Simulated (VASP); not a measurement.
# MgCd3Te4 (P-43m) in VASP: a series of runs

MgCd3Te4 is run at these levels: PBE; tasks: single point, relaxation of cell and atoms.

Everything below comes from runs of VASP 6.6.1. Logs are shortened: lines on timing, memory, paths and dates and some standing lists are left out, and cuts for length are marked.

## Step 1: The cell of the first run

Symmetry: P-43m, No. 215, cubic system. The conventional cell has a = 6.103 Å, b = 6.103 Å, c = 6.103 Å, α = 90.00°, β = 90.00°, γ = 90.00°. Within 3.5 Å of Mg (site symmetry -43m) lie 4 Te at 2.64 Å. Cd (site symmetry -42m) has 4 Te at 2.64 Å within 3.5 Å. Te (site symmetry 3m) has 3 Cd at 2.64 Å and 1 Mg at 2.64 Å within 3.5 Å.

## Step 2: Single point, PBE

INCAR reads:

```
ALGO = Normal
EDIFF = 1E-6
ENCUT = 520
GGA = PE
ISIF = 2
ISMEAR = 0
LASPH = T
LCHARG = F
LREAL = F
LWAVE = F
NBANDS = 41
NELM = 100
PREC = Accurate
SIGMA = 0.1
```

KPOINTS reads:

```
k-points
0
Gamma
  4 4 4
```

POSCAR reads:

```
MgCd3Te4
1.0
    6.1025266100      0.0000000000      0.0000000000
    0.0000000000      6.1025266100      0.0000000000
    0.0000000000      0.0000000000      6.1025266100
Mg Cd Te
1 3 4
Direct
    0.5000000000      0.5000000000      0.5000000000
    0.0000000000      0.0000000000      0.5000000000
    0.0000000000      0.5000000000      0.0000000000
    0.5000000000      0.0000000000      0.0000000000
    0.7500000000      0.7500000000      0.7500000000
    0.7500000000      0.2500000000      0.2500000000
    0.2500000000      0.7500000000      0.2500000000
    0.2500000000      0.2500000000      0.7500000000
```

Potentials or basis: VASP PAW PBE potentials, release 64 (Mg, Cd, Te).

On the command line:

```console
$ cat potpaw_PBE.64/Mg/POTCAR potpaw_PBE.64/Cd/POTCAR potpaw_PBE.64/Te/POTCAR > POTCAR
$ mpirun -np 1 vasp_std > vasp.out
```

OUTCAR:

```text
EDIFF = 1E-6
   ENCUT = 520
   GGA = PE
   ISIF = 2
   ISMEAR = 0
   LASPH = T
   LREAL = F
   NELM = 100
   PREC = Accurate

 ion  position               nearest neighbor table
   1  0.500  0.500  0.500-   5 2.64   6 2.64   7 2.64   8 2.64
   2  0.000  0.000  0.500-   5 2.64   6 2.64   7 2.64   8 2.64
   3  0.000  0.500  0.000-   5 2.64   6 2.64   7 2.64   8 2.64
   4  0.500  0.000  0.000-   5 2.64   6 2.64   7 2.64   8 2.64
   5  0.750  0.750  0.750-   1 2.64   2 2.64   3 2.64   4 2.64
   6  0.750  0.250  0.250-   1 2.64   2 2.64   3 2.64   4 2.64
   7  0.250  0.750  0.250-   1 2.64   2 2.64   3 2.64   4 2.64
   8  0.250  0.250  0.750-   1 2.64   2 2.64   3 2.64   4 2.64

  LATTYP: Found a simple cubic cell.
 ALAT       =     6.1025266100

  Lattice vectors:

 A1 = (   6.1025266100,   0.0000000000,   0.0000000000)
 A2 = (   0.0000000000,   6.1025266100,   0.0000000000)
 A3 = (   0.0000000000,   0.0000000000,   6.1025266100)

Analysis of symmetry for initial positions (statically):
=====================================================================
 Subroutine PRICEL returns:
 Original cell was already a primitive cell.

 Routine SETGRP: Setting up the symmetry group for a
 simple cubic supercell.

 Subroutine GETGRP returns: Found 24 space group operations
 (whereof 24 operations were pure point group operations)
 out of a pool of 48 trial point group operations.

The static configuration has the point symmetry T_d .

Analysis of symmetry for dynamics (positions and initial velocities):
=====================================================================
 Subroutine PRICEL returns:
 Original cell was already a primitive cell.

 Routine SETGRP: Setting up the symmetry group for a
 simple cubic supercell.

 Subroutine GETGRP returns: Found 24 space group operations
 (whereof 24 operations were pure point group operations)
 out of a pool of 48 trial point group operations.

The dynamic configuration has the point symmetry T_d .

 Subroutine INISYM returns: Found 24 space group operations
 (whereof 24 operations are pure point group operations),
 and found     1 'primitive' translations

----------------------------------------------------------------------------------------

                                     Primitive cell

  volume of cell :     227.2632

  direct lattice vectors                    reciprocal lattice vectors
     6.102526610  0.000000000  0.000000000     0.163866553  0.000000000  0.000000000
     0.000000000  6.102526610  0.000000000     0.000000000  0.163866553  0.000000000
     0.000000000  0.000000000  6.102526610     0.000000000  0.000000000  0.163866553

  length of vectors
     6.102526610  6.102526610  6.102526610     0.163866553  0.163866553  0.163866553

  position of ions in fractional coordinates (direct lattice)
     0.500000000  0.500000000  0.500000000
     0.000000000  0.000000000  0.500000000
     0.000000000  0.500000000  0.000000000
     0.500000000  0.000000000  0.000000000
     0.750000000  0.750000000  0.750000000
     0.750000000  0.250000000  0.250000000
     0.250000000  0.750000000  0.250000000
     0.250000000  0.250000000  0.750000000

  ion indices of the primitive-cell ions
   primitive index   ion index
                 1           1
                 2           2
                 3           3
                 4           4
                 5           5
                 6           6
                 7           7
                 8           8

----------------------------------------------------------------------------------------

 KPOINTS: k-points

Automatic generation of k-mesh.
 Grid dimensions read from file:
 generate k-points for:    4    4    4

 Generating k-lattice:

  Cartesian coordinates                     Fractional coordinates (reciprocal lattice)
     0.040966638  0.000000000  0.000000000     0.250000000  0.000000000  0.000000000
     0.000000000  0.040966638  0.000000000     0.000000000  0.250000000  0.000000000
     0.000000000  0.000000000  0.040966638     0.000000000  0.000000000  0.250000000

  Length of vectors
     0.040966638  0.040966638  0.040966638

  Shift w.r.t. Gamma in fractional coordinates (k-lattice)
     0.000000000  0.000000000  0.000000000

 Subroutine IBZKPT returns following result:
 ===========================================

 Found     10 irreducible k-points:

 Following reciprocal coordinates:
            Coordinates               Weight
  0.000000  0.000000  0.000000      1.000000
  0.250000  0.000000  0.000000      6.000000
  0.500000  0.000000  0.000000      3.000000
  0.250000  0.250000  0.000000     12.000000
  0.500000  0.250000  0.000000     12.000000
  0.500000  0.500000  0.000000      3.000000
  0.250000  0.250000  0.250000      8.000000
  0.500000  0.250000  0.250000     12.000000
  0.500000  0.500000  0.250000      6.000000
  0.500000  0.500000  0.500000      1.000000
   k-points           NKPTS =     10   k-points in BZ     NKDIM =     10   number of bands    NBANDS=     41
   number of dos      NEDOS =    301   number of ions     NIONS =      8
   total plane-waves  NPLWV = 110592
   dimension x,y,z NGX =    48 NGY =   48 NGZ =   48
   dimension x,y,z NGXF=    96 NGYF=   96 NGZF=   96
   ions per type =               1   3   4
   NGX,Y,Z   is equivalent  to a cutoff of  13.08, 13.08, 13.08 a.u.
   NGXF,Y,Z  is equivalent  to a cutoff of  26.15, 26.15, 26.15 a.u.
 SYSTEM =  unknown system
   PREC   = accura    normal or accurate (medium, high low for compatibility)
   ISTART =      0    job   : 0-new  1-cont  2-samecut
   ICHARG =      2    charge: 1-file 2-atom 10-const
   ISPIN  =      1    spin polarized calculation?
   LNONCOLLINEAR =      F non collinear calculations
   LSORBIT =      F    spin-orbit coupling
   LASPH  =      T    aspherical Exc in radial PAW
   ENCUT  =  520.0 eV  38.22 Ry    6.18 a.u.  11.35 11.35 11.35*2*pi/ulx,y,z
   NELM   =    100;   NELMIN=  2; NELMDL= -5     # of ELM steps
   EDIFF  = 0.1E-05   stopping-criterion for ELM
   LREAL  =      F    real-space projection
[... 7 lines left out ...]
   TEBEG  =    0.0;   TEEND  =   0.0 temperature during run
   PSTRESS=    0.0 pullay stress
   NELECT =      62.0000    total number of electrons
   NUPDOWN=      -1.0000    fix difference up-down
   EMIN   =  10.00;   EMAX   =-10.00  energy-range for DOS
   EFERMI =   0.00;   METHOD = LEGACY
   ISMEAR =     0;   SIGMA  =   0.10  broadening in eV -4-tet -1-fermi 0-gaus
   EFERMI_NEDOS =   21; number of points for ismear=-14 and -15
   IALGO  =     38    algorithm
   IMIX   =      4    mixing-type and parameters
     AMIX     =   0.40;   BMIX     =  1.00
     AMIX_MAG =   1.60;   BMIX_MAG =  1.00
  volume/ion in A,a.u.               =      28.41       191.71
  Fermi-wavevector in a.u.,A,eV,Ry     =   1.061767  2.006448 15.338504  1.127348
  Thomas-Fermi vector in A             =   2.197194
   LORBIT       =      0    0 simple, 1 ext, 2 COOP (PROOUT), +10 PAW based schemes
   GGA     = PE    functional components
   LHFCALC =     F    Hartree Fock is set to
   AEXX    =    0.0000 exact exchange contribution
   IVDW    =     0    specifies the selected vdW correction
   LEPSILON=     F    determine dielectric tensor
   LRPA    =     F    only Hartree local field effects (RPA)
 non-spin polarized calculation
 Gauss-broadening in eV      SIGMA  =   0.10
  energy-cutoff  :      520.00
  volume of cell :      227.26
 maximum number of plane-waves:      6152
 NGX is ok and might be reduce to    48
   NGX = 23   NGY = 23   NGZ = 23

 number of electron      61.9999969 magnetization

 Free energy of the ion-electron system (eV)
  ---------------------------------------------------
  ext. energy  EPLUGINS =         0.00000000
  ---------------------------------------------------
  free energy    TOTEN  =       -18.68391911 eV

  energy without entropy =      -18.68391911  energy(sigma->0) =      -18.68391911

 E-fermi :   4.3979     XC(G=0):  -9.1860

 val. band max:        3.9406040799   @ k =   0.0000   0.0000   0.0000
 cond. band min:       5.7178620272   @ k =   0.0000   0.0000   0.0000
 fundamental gap:      1.7772579474
 Fermi energy:         4.3979135313

 k-point     1 :       0.0000    0.0000    0.0000
  band No.  band energies     occupation
      1      -8.0623      2.00000
      2      -7.2453      2.00000
      3      -7.2453      2.00000
      4      -7.2453      2.00000
      5      -4.8441      2.00000
      6      -4.8441      2.00000
[... 33 lines left out ...]
     40       8.6878      0.00000
     41       8.6878      0.00000

 k-point     2 :       0.2500    0.0000    0.0000
  band No.  band energies     occupation
      1      -7.9443      2.00000
      2      -7.3615      2.00000
      3      -7.2469      2.00000
      4      -7.2469      2.00000
      5      -4.8307      2.00000
      6      -4.8307      2.00000
[... 33 lines left out ...]
     40       9.3859      0.00000
     41       9.3859      0.00000

 k-point     3 :       0.5000    0.0000    0.0000
  band No.  band energies     occupation
      1      -7.6611      2.00000
      2      -7.6443      2.00000
      3      -7.2485      2.00000
      4      -7.2485      2.00000
      5      -4.8017      2.00000
      6      -4.8017      2.00000
[... 33 lines left out ...]
     40       9.9075      0.00000
     41       9.9079      0.00000

 k-point     4 :       0.2500    0.2500    0.0000
  band No.  band energies     occupation
      1      -7.8411      2.00000
      2      -7.3491      2.00000
      3      -7.3398      2.00000
      4      -7.2634      2.00000
      5      -4.8290      2.00000
      6      -4.8253      2.00000
[... 33 lines left out ...]
     40       9.0583      0.00000
     41       9.6528      0.00000

 k-point     5 :       0.5000    0.2500    0.0000
  band No.  band energies     occupation
      1      -7.6005      2.00000
      2      -7.5802      2.00000
      3      -7.3078      2.00000
      4      -7.2994      2.00000
      5      -4.8116      2.00000
      6      -4.8081      2.00000
[... 33 lines left out ...]
     40       9.4205      0.00000
     41       9.5144      0.00000

 k-point     6 :       0.5000    0.5000    0.0000
  band No.  band energies     occupation
      1      -7.4699      2.00000
      2      -7.4371      2.00000
      3      -7.4371      2.00000
      4      -7.4292      2.00000
      5      -4.7996      2.00000
      6      -4.7996      2.00000
[... 33 lines left out ...]
     40       9.8378      0.00000
     41       9.8441      0.00000

 k-point     7 :       0.2500    0.2500    0.2500
  band No.  band energies     occupation
      1      -7.7539      2.00000
      2      -7.3546      2.00000
      3      -7.3373      2.00000
      4      -7.3373      2.00000
      5      -4.8270      2.00000
      6      -4.8270      2.00000
[... 33 lines left out ...]
     40       9.2629      0.00000
     41       9.9338      0.00000

 k-point     8 :       0.5000    0.2500    0.2500
  band No.  band energies     occupation
      1      -7.5565      2.00000
      2      -7.5335      2.00000
      3      -7.3479      2.00000
      4      -7.3347      2.00000
      5      -4.8238      2.00000
      6      -4.8093      2.00000
[... 33 lines left out ...]
     40       9.8463      0.00000
     41      10.0268      0.00000

 k-point     9 :       0.5000    0.5000    0.2500
  band No.  band energies     occupation
      1      -7.4696      2.00000
      2      -7.4305      2.00000
      3      -7.4305      2.00000
      4      -7.4265      2.00000
      5      -4.8145      2.00000
      6      -4.8145      2.00000
[... 33 lines left out ...]
     40       9.2453      0.00000
     41       9.5506      0.00000

 k-point    10 :       0.5000    0.5000    0.5000
  band No.  band energies     occupation
      1      -7.4693      2.00000
      2      -7.4239      2.00000
      3      -7.4239      2.00000
      4      -7.4239      2.00000
      5      -4.8266      2.00000
      6      -4.8266      2.00000
[... 33 lines left out ...]
     40       9.2324      0.00000
     41       9.2438      0.00000

------------------------ aborting loop because EDIFF is reached ----------------------------------------

  FORCE on cell =-STRESS in cart. coord.  units (eV):
  Direction    XX          YY          ZZ          XY          YZ          ZX
  --------------------------------------------------------------------------------------
  -------------------------------------------------------------------------------------
  Total       20.0196558     20.0196558     20.0196558      0.0000000      0.0000000     -0.0000000
  in kB      141.1361100    141.1361100    141.1361100      0.0000000      0.0000000     -0.0000000
  external PRESSURE =     141.1361100 kB  Pullay stress =       0.0000000 kB

 VOLUME and BASIS-vectors are now :
 -----------------------------------------------------------------------------
  energy-cutoff  :      520.00
  volume of cell :      227.26
      direct lattice vectors                 reciprocal lattice vectors
     6.102526610  0.000000000  0.000000000     0.163866553  0.000000000  0.000000000
     0.000000000  6.102526610  0.000000000     0.000000000  0.163866553  0.000000000
     0.000000000  0.000000000  6.102526610     0.000000000  0.000000000  0.163866553

 POSITION                                       TOTAL-FORCE (eV/Angst)
 -----------------------------------------------------------------------------------
      3.05126      3.05126      3.05126        -0.000000     -0.000000     -0.000000
      0.00000      0.00000      3.05126        -0.000000     -0.000000     -0.000000
      0.00000      3.05126      0.00000        -0.000000     -0.000000     -0.000000
      3.05126      0.00000      0.00000        -0.000000     -0.000000     -0.000000
      4.57689      4.57689      4.57689        -0.347645     -0.347645     -0.347645
      4.57689      1.52563      1.52563        -0.347645      0.347645      0.347645
      1.52563      4.57689      1.52563         0.347645     -0.347645      0.347645
      1.52563      1.52563      4.57689         0.347645      0.347645     -0.347645
 -----------------------------------------------------------------------------------
    total drift:                               -0.000000      0.000000      0.000000

  FREE ENERGIE OF THE ION-ELECTRON SYSTEM (eV)
  ---------------------------------------------------
  free  energy   TOTEN  =       -18.6839191092 eV

  energy  without entropy=      -18.6839191092  energy(sigma->0) =      -18.68391911
```

Run time: 74 s. Hardware: 1 thread of Intel Xeon Platinum 8559C (Emerald Rapids), shared host; peak memory 0.36 GiB.

What came out:

```
Free energy            : -18.6839 eV
Pressure               : 14.1 GPa
Band gap on the k mesh : 1.78 eV
```

Levels at points of the mesh, in eV from the valence-band top:
```csv
k point,band 29,band 30,band 31,band 32,band 33,band 34
"(0.00, 0.00, 0.00)",0.00,0.00,0.00,1.78,2.27,2.27
"(0.50, 0.00, 0.00)",-1.50,-1.20,-1.20,3.03,3.11,3.67
"(0.50, 0.50, 0.00)",-1.01,-1.01,-0.84,3.55,3.64,3.64
"(0.50, 0.50, 0.50)",-0.80,-0.80,-0.80,2.19,2.19,2.19
```

Caveat: the cell stands under pressure; spin-orbit coupling is left out, which moves the levels of the heavy elements.

## Step 3: Single point, PBE

This run uses another cell than the first one, of 35.62 Å³/atom.

INCAR reads:

```
ALGO = Normal
EDIFF = 1E-6
ENCUT = 520
GGA = PE
ISIF = 2
ISMEAR = 0
LASPH = True
LCHARG = False
LREAL = False
LWAVE = False
NBANDS = 41
NELM = 60
PREC = Accurate
SIGMA = 0.1
```

KPOINTS is that of step 2.

POSCAR reads:

```
MgCd3Te4
1.0
    6.5806438973      0.0000000000      0.0000000000
    0.0000000000      6.5806438973      0.0000000000
    0.0000000000      0.0000000000      6.5806438973
Mg Cd Te
1 3 4
Direct
    0.5000000000      0.5000000000      0.5000000000
    0.0000000000      0.0000000000      0.5000000000
    0.0000000000      0.5000000000      0.0000000000
    0.5000000000      0.0000000000      0.0000000000
    0.7473564191      0.7473564191      0.7473564191
    0.7473564191      0.2526435809      0.2526435809
    0.2526435809      0.7473564191      0.2526435809
    0.2526435809      0.2526435809      0.7473564191
```

Potentials or basis: VASP PAW PBE potentials, release 64 (Mg, Cd, Te).

On the command line:

```console
$ cat potpaw_PBE.64/Mg/POTCAR potpaw_PBE.64/Cd/POTCAR potpaw_PBE.64/Te/POTCAR > POTCAR
$ mpirun -np 1 vasp_std > vasp.out
```

Wall time 1.8 min (1 thread of Intel Xeon Platinum 8559C (Emerald Rapids), shared host); peak memory 0.4 GiB.

The run converged. Its results:

| Item | Value |
| --- | --- |
| Free energy | -20.8201 eV |
| Pressure | 0.2 GPa |
| Largest force | 0.028 eV/Å |
| Band gap on the k mesh | 1.01 eV |

Forces on the atoms (eV/Å):
```
Mg   0.000  0.000  0.000
Cd   0.000  0.000  0.000
Cd   0.000  0.000  0.000
Cd   0.000  0.000  0.000
Te  -0.016 -0.016 -0.016
Te  -0.016  0.016  0.016
Te   0.016 -0.016  0.016
Te   0.016  0.016 -0.016
```

Levels at points of the mesh, in eV from the valence-band top:
```tsv
k point	band 27	band 28	band 29	band 30	band 31	band 32	band 33	band 34	band 35	band 36
(0.00, 0.00, 0.00)	-1.53	-1.53	0.00	0.00	0.00	1.01	2.59	2.59	2.79	2.79
(0.50, 0.00, 0.00)	-1.82	-0.97	-0.97	-0.80	-0.80	2.99	3.09	3.52	3.56	4.21
(0.50, 0.50, 0.00)	-1.81	-0.70	-0.70	-0.67	-0.51	3.10	3.20	3.20	3.84	5.28
(0.50, 0.50, 0.50)	-0.57	-0.57	-0.53	-0.53	-0.53	1.89	1.89	1.89	2.80	5.02
```

Caveat: spin-orbit coupling is left out, which moves the levels of the heavy elements.

## Step 4: Single point, PBE

This run uses another cell than the first one, of 35.79 Å³/atom.

INCAR reads:

```
SYSTEM = MgCd3Te4
PREC = Accurate ; ENCUT = 520
EDIFF = 1E-6 ; ISMEAR = 0
SIGMA = 0.02 ; LREAL = .False.
LASPH = .True. ; NELM = 80
ALGO = Normal ; ISIF = 2
LWAVE = .False. ; LCHARG = .True.
GGA = PE ; LELF = .True.
LVHAR = .True. ; NBANDS = 41
```

KPOINTS reads:

```
Automatic mesh
0
Gamma
  4 4 4
  0 0 0
```

POSCAR reads:

```
MgCd3Te4
1.0
    6.5911452684      0.0000000000      0.0000000000
    0.0000000000      6.5911452684      0.0000000000
    0.0000000000      0.0000000000      6.5911452684
Mg Cd Te
1 3 4
Direct
    0.5000000000      0.5000000000      0.5000000000
    0.0000000000      0.0000000000      0.5000000000
    0.0000000000      0.5000000000      0.0000000000
    0.5000000000      0.0000000000      0.0000000000
    0.7472925833      0.7472925833      0.7472925833
    0.7472925833      0.2527074167      0.2527074167
    0.2527074167      0.7472925833      0.2527074167
    0.2527074167      0.2527074167      0.7472925833
```

On the command line:

```console
$ cat potpaw_PBE.64/Mg/POTCAR potpaw_PBE.64/Cd/POTCAR potpaw_PBE.64/Te/POTCAR > POTCAR
$ mpirun -np 1 vasp_std > vasp.out
```

Run time: 92 s. Hardware: 1 thread of Intel Xeon Platinum 8559C (Emerald Rapids), shared host; peak memory 0.4 GiB.

The run converged. Its results:

```yaml
Free_energy: -20.8214 eV
Pressure: 0.1 GPa
Largest_force: 0.021 eV/Å
Band_gap_on_the_k_mesh: 1.00 eV
```

Forces on the atoms (eV/Å):
```
Mg   0.000  0.000  0.000
Cd   0.000  0.000  0.000
Cd   0.000  0.000  0.000
Cd   0.000  0.000  0.000
Te  -0.012 -0.012 -0.012
Te  -0.012  0.012  0.012
Te   0.012 -0.012  0.012
Te   0.012  0.012 -0.012
```

Levels at points of the mesh, in eV from the valence-band top:
```csv
k point,band 28,band 29,band 30,band 31,band 32,band 33,band 34,band 35
"(0.00, 0.00, 0.00)",-1.52,0.00,0.00,0.00,1.00,2.58,2.58,2.80
"(0.50, 0.00, 0.00)",-0.96,-0.96,-0.80,-0.80,2.97,3.08,3.52,3.56
"(0.50, 0.50, 0.00)",-0.69,-0.69,-0.67,-0.50,3.09,3.19,3.19,3.84
"(0.50, 0.50, 0.50)",-0.56,-0.53,-0.53,-0.53,1.88,1.88,1.88,2.80
```

Caveat: spin-orbit coupling is left out, which moves the levels of the heavy elements.

[end of part 1 of 2]
